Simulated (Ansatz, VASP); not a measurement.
# HgTe in VASP and in Ansatz

```
CELL_PARAMETERS angstrom
0.00000 3.23739 3.23739
3.23739 0.00000 3.23739
3.23739 3.23739 0.00000
ATOMIC_POSITIONS crystal
Hg 0.00000 0.00000 0.00000
Te 0.75000 0.75000 0.75000
```

Alike in both runs: task single point; functional PBEsol; k mesh 12 × 12 × 12; occupations gaussian, width 0.1 eV; no spin polarisation.

```csv
,VASP,Ansatz
version,VASP 6.6.1,Ansatz 0.2.0
potentials or method,"VASP PAW PBE potentials, release 64 (Hg, Te), cutoff 520 eV","scalar-relativistic, plane waves, PAW"
valence electrons in the cell,18,36
```

```tsv
	VASP	Ansatz	Ansatz less VASP
gap on the k mesh at the Fermi level (eV)	none	none	-
pressure (GPa)	0.8	0.7	-0.11
```

VASP's potentials were made for PBE, not for PBEsol. A gap of «none» marks a metal or a gap that the smearing closes. VASP's potentials hold 18 valence electrons a cell and Ansatz's 36, so a difference there can come from the potentials and not from the codes.

Neither program's run includes spin-orbit coupling.
